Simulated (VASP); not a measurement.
BiP2: single point with PBE

Crystal: BiP2.

```xyz
6
Lattice="6.9033 0.0000 0.0000 0.0000 6.9033 0.0000 0.0000 0.0000 2.5313" Properties=species:S:1:pos:R:3 pbc="T T T"
Bi    0.0000    0.0000    0.0000
Bi    3.4517    3.4517    0.0000
P     1.2205    2.2312    0.0000
P     2.2312    5.6828    0.0000
P     5.6828    4.6721    0.0000
P     4.6721    1.2205    0.0000
```

| Quantity | Value |
| --- | --- |
| Program | VASP 6.6.1 |
| Task | single point |
| Functional | PBE |
| Potentials or basis | VASP PAW PBE potentials, release 64 (Bi_d, P) |
| Cutoff | 520 eV |
| k mesh | 4 × 4 × 6 |
| Occupations | gaussian, width 0.1 eV |
| Spin | no spin polarisation |

```
Pressure               : 31.0 GPa
Largest force          : 1.482 eV/Å
Band gap on the k mesh : zero (band 25 reaches 10.75 eV, above the bottom of band 26 at 7.36 eV)
```

Forces on the atoms (eV/Å):
```
Bi   0.000  0.000  0.000
Bi   0.000  0.000  0.000
P   -1.048  1.048  0.000
P    1.048  1.048  0.000
P    1.048 -1.048  0.000
P   -1.048 -1.048  0.000
```

Stress tensor (GPa, compression positive):
```
29.28  0.00  0.00
 0.00 29.28  0.00
 0.00  0.00 34.34
```

Levels at points of the mesh, in eV from the Fermi level:
```
           k point  band 20  band 21  band 22  band 23  band 24  band 25  band 26  band 27  band 28  band 29
(0.00, 0.00, 0.00)    -2.20    -2.20    -2.01    -1.37     0.19     0.19     0.27     4.40     4.40     4.90
(0.50, 0.00, 0.00)    -4.70    -3.25    -3.25    -0.97    -0.97     2.18     2.18     3.59     3.59     5.47
(0.50, 0.50, 0.00)    -4.19    -2.35    -2.35    -0.97    -0.97     0.24     0.24     4.91     4.91     6.15
(0.00, 0.00, 0.50)    -5.03    -4.16    -3.91    -3.91    -3.27    -1.28     0.83     1.32     1.32     1.83
(0.50, 0.00, 0.50)    -5.13    -4.14    -4.14    -2.13    -2.13    -0.42    -0.42     0.05     0.05     2.15
(0.50, 0.50, 0.50)    -5.30    -3.81    -3.81    -3.61    -3.61    -0.61    -0.61     1.11     1.11     2.32
```

Run time: 62 s on 1 thread of Intel(R) Xeon(R) Platinum 8559C (Emerald Rapids), on a shared host, peak memory 0.27 GiB.

Caveat: the k points lie up to 0.41 Å⁻¹ apart; spin-orbit coupling is left out, which moves the levels of the heavy elements; forces of over 1 eV/Å act on the atoms, so gaps and moduli don't describe the material at rest.
